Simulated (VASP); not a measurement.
# Al2Cu (Pm) in VASP: single point with PBEsol

Aim: the single point of Al2Cu with PBEsol.

All numbers are computed with VASP 6.6.1; they aren't measurements. Logs are shortened: lines on timing, memory, paths and dates and some standing lists are left out, and cuts for length are marked.

**1. The cell of the first run**

The structure is monoclinic, space group Pm (No. 6). Conventional cell: a = 4.084 Å, b = 2.846 Å, c = 4.084 Å, α = 90.00°, β = 90.00°, γ = 90.00°. Al (site symmetry m) has 4 Cu at 2.45 to 2.53 Å and 6 Al at 2.66 to 3.12 Å within 3.2 Å. Within 3.2 Å of Al (site symmetry m) lie 4 Cu at 2.35 to 2.65 Å and 6 Al at 2.66 to 3.12 Å. Within 3.1 Å of Cu (site symmetry m) lie 8 Al at 2.35 to 2.65 Å and 2 Cu at 2.85 Å.

**2. Single point, PBEsol (atoms displaced along several vibrational modes)**

Input file INCAR:

```
SYSTEM = Al2Cu
  PREC = Accurate
  ENCUT = 520
  EDIFF = 1E-7
  ISMEAR = 0
  SIGMA = 0.15
  LREAL = .FALSE.
  LASPH = .TRUE.
  NELM = 80
  ALGO = Fast
  ISIF = 2
  LWAVE = .FALSE.
  LCHARG = .FALSE.
  GGA = PS
  NBANDS = 16
```

Input file KPOINTS:

```
regular mesh
0
G
  10 10 14
  0 0 0
```

Input file POSCAR:

```
Al2Cu
1.0
    4.0842078946      0.0000000000      0.0000000000
    0.0000000000      4.0842078946      0.0000000000
    0.0000000000      0.0000000000      2.8458943809
Al Cu
2 1
Direct
    0.5024873978      0.0078029139      0.5000000000
   -0.0363105904      0.4667010095      0.5000000000
    0.0143612780      0.0108255968      0.0000000000
```

Potentials or basis: VASP PAW PBE potentials, release 64 (Al, Cu).

Launch:

```bash
$ cat potpaw_PBE.64/Al/POTCAR potpaw_PBE.64/Cu/POTCAR > POTCAR
$ mpirun -np 1 vasp_std > vasp.out
```

OUTCAR:

```text
SYSTEM = Al2Cu
   PREC = Accurate
   ENCUT = 520
   EDIFF = 1E-7
   ISMEAR = 0
   LREAL = .FALSE.
   LASPH = .TRUE.
   NELM = 80
   ISIF = 2
   GGA = PS

 ion  position               nearest neighbor table
   1  0.502  0.008  0.500-   3 2.45   3 2.45   3 2.53   3 2.53   2 2.66   2 2.89   2 2.90   2 3.12

   2  0.964  0.467  0.500-   3 2.35   3 2.35   3 2.65   3 2.65   1 2.66   1 2.89   1 2.90   1 3.12

   3  0.014  0.011  0.000-   2 2.35   2 2.35   1 2.45   1 2.45   1 2.53   1 2.53   2 2.65   2 2.65

  LATTYP: Found a simple tetragonal cell.
 ALAT       =     4.0842078946
 C/A-ratio  =     0.6968044856

  Lattice vectors:

 A1 = (   4.0842078946,   0.0000000000,   0.0000000000)
 A2 = (   0.0000000000,   4.0842078946,   0.0000000000)
 A3 = (   0.0000000000,   0.0000000000,   2.8458943809)

Analysis of symmetry for initial positions (statically):
=====================================================================
 Subroutine PRICEL returns:
 Original cell was already a primitive cell.

 Routine SETGRP: Setting up the symmetry group for a
 simple tetragonal supercell.

 Subroutine GETGRP returns: Found  2 space group operations
 (whereof  2 operations were pure point group operations)
 out of a pool of 16 trial point group operations.

The static configuration has the point symmetry C_1h.

Analysis of symmetry for dynamics (positions and initial velocities):
=====================================================================
 Subroutine PRICEL returns:
 Original cell was already a primitive cell.

 Routine SETGRP: Setting up the symmetry group for a
 simple tetragonal supercell.

 Subroutine GETGRP returns: Found  2 space group operations
 (whereof  2 operations were pure point group operations)
 out of a pool of 16 trial point group operations.

The dynamic configuration has the point symmetry C_1h.

 Subroutine INISYM returns: Found  2 space group operations
 (whereof  2 operations are pure point group operations),
 and found     1 'primitive' translations

----------------------------------------------------------------------------------------

                                     Primitive cell

  volume of cell :      47.4717

  direct lattice vectors                    reciprocal lattice vectors
     4.084207895  0.000000000  0.000000000     0.244845519  0.000000000  0.000000000
     0.000000000  4.084207895  0.000000000     0.000000000  0.244845519  0.000000000
     0.000000000  0.000000000  2.845894381     0.000000000  0.000000000  0.351383385

  length of vectors
     4.084207895  4.084207895  2.845894381     0.244845519  0.244845519  0.351383385

  position of ions in fractional coordinates (direct lattice)
     0.502487398  0.007802914  0.500000000
     0.963689410  0.466701009  0.500000000
     0.014361278  0.010825597  0.000000000

  ion indices of the primitive-cell ions
   primitive index   ion index
                 1           1
                 2           2
                 3           3

----------------------------------------------------------------------------------------

 KPOINTS: regular mesh

Automatic generation of k-mesh.
 Grid dimensions read from file:
 generate k-points for:   10   10   14

 Generating k-lattice:

  Cartesian coordinates                     Fractional coordinates (reciprocal lattice)
     0.024484552  0.000000000  0.000000000     0.100000000  0.000000000  0.000000000
     0.000000000  0.024484552  0.000000000     0.000000000  0.100000000  0.000000000
     0.000000000  0.000000000  0.025098813     0.000000000  0.000000000  0.071428571

  Length of vectors
     0.024484552  0.024484552  0.025098813

  Shift w.r.t. Gamma in fractional coordinates (k-lattice)
     0.000000000  0.000000000  0.000000000

 Subroutine IBZKPT returns following result:
 ===========================================

 Found    416 irreducible k-points:

 Following reciprocal coordinates:
            Coordinates               Weight
  0.000000  0.000000  0.000000      1.000000
  0.100000  0.000000  0.000000      2.000000
  0.000000  0.100000  0.000000      2.000000
  0.200000  0.000000  0.000000      2.000000
  0.000000  0.200000  0.000000      2.000000
  0.300000  0.000000  0.000000      2.000000
[... 16 lines left out ...]
 -0.100000  0.400000  0.000000      2.000000
 -0.400000  0.100000  0.000000      2.000000
 [... further k-points ...]
   k-points           NKPTS =    416   k-points in BZ     NKDIM =    416   number of bands    NBANDS=     16
   number of dos      NEDOS =    301   number of ions     NIONS =      3
   total plane-waves  NPLWV =  21600
   dimension x,y,z NGX =    30 NGY =   30 NGZ =   24
   dimension x,y,z NGXF=    60 NGYF=   60 NGZF=   48
   ions per type =               2   1
   NGX,Y,Z   is equivalent  to a cutoff of  12.21, 12.21, 14.02 a.u.
   NGXF,Y,Z  is equivalent  to a cutoff of  24.42, 24.42, 28.04 a.u.
 SYSTEM =  Al2Cu
   PREC   = accura    normal or accurate (medium, high low for compatibility)
   ISTART =      0    job   : 0-new  1-cont  2-samecut
   ICHARG =      2    charge: 1-file 2-atom 10-const
   ISPIN  =      1    spin polarized calculation?
   LNONCOLLINEAR =      F non collinear calculations
   LSORBIT =      F    spin-orbit coupling
   LASPH  =      T    aspherical Exc in radial PAW
   ENCUT  =  520.0 eV  38.22 Ry    6.18 a.u.   7.59  7.59  5.29*2*pi/ulx,y,z
   NELM   =     80;   NELMIN=  2; NELMDL= -5     # of ELM steps
   EDIFF  = 0.1E-06   stopping-criterion for ELM
   LREAL  =      F    real-space projection
   EDIFFG = 0.1E-05   stopping-criterion for IOM
   NSW    =      0    number of steps for IOM
   IBRION =     -1    ionic relax: 0-MD 1-quasi-New 2-CG
   NFREE  =      0    steps in history (QN), initial steepest desc. (CG)
   ISIF   =      2    stress and relaxation
   ISYM   =      2    0-nonsym 1-usesym 2-fastsym
   POTIM  = 0.5000    time-step for ionic-motion
   TEBEG  =    0.0;   TEEND  =   0.0 temperature during run
   PSTRESS=    0.0 pullay stress
   NELECT =      17.0000    total number of electrons
   NUPDOWN=      -1.0000    fix difference up-down
   EMIN   =  10.00;   EMAX   =-10.00  energy-range for DOS
   EFERMI =   0.00;   METHOD = LEGACY
   ISMEAR =     0;   SIGMA  =   0.15  broadening in eV -4-tet -1-fermi 0-gaus
   EFERMI_NEDOS =   21; number of points for ismear=-14 and -15
   IALGO  =     68    algorithm
   IMIX   =      4    mixing-type and parameters
     AMIX     =   0.40;   BMIX     =  1.00
     AMIX_MAG =   1.60;   BMIX_MAG =  1.00
  volume/ion in A,a.u.               =      15.82       106.78
  Fermi-wavevector in a.u.,A,eV,Ry     =   1.162554  2.196908 18.388694  1.351531
  Thomas-Fermi vector in A             =   2.299113
   LORBIT       =      0    0 simple, 1 ext, 2 COOP (PROOUT), +10 PAW based schemes
   GGA     = PS    functional components
   LHFCALC =     F    Hartree Fock is set to
   AEXX    =    0.0000 exact exchange contribution
   IVDW    =     0    specifies the selected vdW correction
   LEPSILON=     F    determine dielectric tensor
   LRPA    =     F    only Hartree local field effects (RPA)
 non-spin polarized calculation
 RMM-DIIS sequential band-by-band and
 Gauss-broadening in eV      SIGMA  =   0.15
  energy-cutoff  :      520.00
  volume of cell :       47.47
 maximum number of plane-waves:      1294
   NGX = 15   NGY = 15   NGZ = 11

 number of electron      16.9999997 magnetization

 Free energy of the ion-electron system (eV)
  ---------------------------------------------------
  ext. energy  EPLUGINS =         0.00000000
  ---------------------------------------------------
  free energy    TOTEN  =       -12.38581544 eV

  energy without entropy =      -12.37569174  energy(sigma->0) =      -12.38075359

 E-fermi :   7.3062     XC(G=0): -10.5841

 val. band max:        7.2980988121   @ k =   0.2000   0.1000   0.5000
 cond. band min:       7.3087254499   @ k =  -0.2000   0.1000   0.5000
 fundamental gap:      0.0106266378
 Fermi energy:         7.3061595298

 k-point     1 :       0.0000    0.0000    0.0000
  band No.  band energies     occupation
      1      -3.4046      2.00000
      2       1.7748      2.00000
      3       2.2216      2.00000
      4       2.9198      2.00000
      5       3.1292      2.00000
      6       3.1713      2.00000
[... 8 lines left out ...]
     15      14.5317      0.00000
     16      20.0032      0.00000

 k-point     2 :       0.1000    0.0000    0.0000
  band No.  band energies     occupation
      1      -3.3196      2.00000
      2       1.7248      2.00000
      3       2.2027      2.00000
      4       2.8926      2.00000
      5       3.1283      2.00000
      6       3.1698      2.00000
[... 8 lines left out ...]
     15      15.6997      0.00000
     16      19.8819      0.00000

 k-point     3 :       0.0000    0.1000    0.0000
  band No.  band energies     occupation
      1      -3.3212      2.00000
      2       1.7274      2.00000
      3       2.2023      2.00000
      4       2.8948      2.00000
      5       3.1276      2.00000
      6       3.1705      2.00000
[... 8 lines left out ...]
     15      15.6951      0.00000
     16      19.9317      0.00000

 k-point     4 :       0.2000    0.0000    0.0000
  band No.  band energies     occupation
      1      -3.0684      2.00000
      2       1.4493      2.00000
      3       2.1671      2.00000
      4       2.8285      2.00000
      5       3.1254      2.00000
      6       3.1666      2.00000
[... 8 lines left out ...]
     15      17.4460      0.00000
     16      19.0225      0.00000
[... 324 lines left out ...]
 k-point    22 :       0.4000    0.1000    0.0000
  band No.  band energies     occupation
      1      -2.0818      2.00000
      2       0.0477      2.00000
      3       2.1541      2.00000
      4       2.6906      2.00000
      5       2.9000      2.00000
      6       3.1157      2.00000
[... 8 lines left out ...]
     15      17.3276      0.00000
     16      19.1303      0.00000

 k-point    23 :      -0.1000    0.4000    0.0000
  band No.  band energies     occupation
      1      -2.1255      2.00000
      2       0.1288      2.00000
      3       2.1484      2.00000
      4       2.6977      2.00000
      5       2.9339      2.00000
      6       3.1102      2.00000
[... 8 lines left out ...]
     15      17.4224      0.00000
     16      18.9160      0.00000

 k-point    24 :      -0.4000    0.1000    0.0000
  band No.  band energies     occupation
      1      -2.0813      2.00000
      2       0.0472      2.00000
      3       2.1537      2.00000
      4       2.6807      2.00000
      5       2.9060      2.00000
      6       3.1153      2.00000
[... 8 lines left out ...]
     15      17.3258      0.00000
     16      19.1138      0.00000

 [... further k-points ...]

------------------------ aborting loop because EDIFF is reached ----------------------------------------

  FORCE on cell =-STRESS in cart. coord.  units (eV):
  Direction    XX          YY          ZZ          XY          YZ          ZX
  --------------------------------------------------------------------------------------
  -------------------------------------------------------------------------------------
  Total        0.5311810      0.8228837      0.5795101      0.2091896      0.0000000      0.0000000
  in kB       17.9274547     27.7724748     19.5585700      7.0601858      0.0000000      0.0000000
  external PRESSURE =      21.7528332 kB  Pullay stress =       0.0000000 kB

 VOLUME and BASIS-vectors are now :
 -----------------------------------------------------------------------------
  energy-cutoff  :      520.00
  volume of cell :       47.47
      direct lattice vectors                 reciprocal lattice vectors
     4.084207895  0.000000000  0.000000000     0.244845519  0.000000000  0.000000000
     0.000000000  4.084207895  0.000000000     0.000000000  0.244845519  0.000000000
     0.000000000  0.000000000  2.845894381     0.000000000  0.000000000  0.351383385

 POSITION                                       TOTAL-FORCE (eV/Angst)
 -----------------------------------------------------------------------------------
      2.05226      0.03187      1.42295        -0.081216     -0.456393      0.000000
      3.93591      1.90610      1.42295         0.349852      1.754886      0.000000
      0.05865      0.04421      0.00000        -0.268636     -1.298492      0.000000
 -----------------------------------------------------------------------------------
    total drift:                               -0.000744      0.000019     -0.000027

  FREE ENERGIE OF THE ION-ELECTRON SYSTEM (eV)
  ---------------------------------------------------
  free  energy   TOTEN  =       -12.3858154369 eV

  energy  without entropy=      -12.3756917374  energy(sigma->0) =      -12.38075359
```

Wall time 10 min (1 thread of Intel Xeon 8259CL, shared host); peak memory 0.4 GiB.

Results:

```yaml
Free_energy: -12.3858 eV
Pressure: 2.2 GPa
Largest_force: 1.789 eV/Å
Band_gap_on_the_k_mesh: zero (an odd number of electrons rules out a gap without spin polarisation)
```

Forces in eV/Å, atoms in the order of the input:
```
Al  -0.081 -0.456  0.000
Al   0.350  1.755  0.000
Cu  -0.269 -1.298  0.000
```

Stress tensor (GPa, compression positive):
```
1.79 0.71 0.00
0.71 2.78 0.00
0.00 0.00 1.96
```

Levels at points of the mesh, in eV from the Fermi level:
```
           k point  band 6  band 7  band 8  band 9  band 10  band 11  band 12  band 13
(0.00, 0.00, 0.00)   -4.13   -2.48   -2.37   -0.08     0.73     6.15     6.31     6.31
(0.50, 0.00, 0.00)   -4.19   -4.14   -1.02    1.45     1.62     2.05     7.71     8.30
(0.00, 0.50, 0.00)   -4.20   -4.14   -1.22    1.20     1.94     2.15     7.63     8.42
(0.50, 0.50, 0.00)   -4.32   -4.20   -4.16   -2.50     8.49     8.65     9.40     9.82
(0.00, 0.00, 0.50)   -4.18   -3.05    2.27    2.41     2.56     2.81     2.99     3.29
(0.50, 0.00, 0.50)   -4.23   -3.17   -2.46   -1.68     3.49     4.09     4.47     5.43
(0.00, 0.50, 0.50)   -4.22   -3.07   -2.40   -1.68     3.63     3.88     4.59     5.15
(0.50, 0.50, 0.50)   -3.47   -2.38   -2.25   -0.99    -0.73     0.03     0.23     2.35
```

Caveat: the cell differs from its parent crystal (atoms displaced along several vibrational modes); the PAW data sets were made with another functional, which shifts forces and pressure a little.
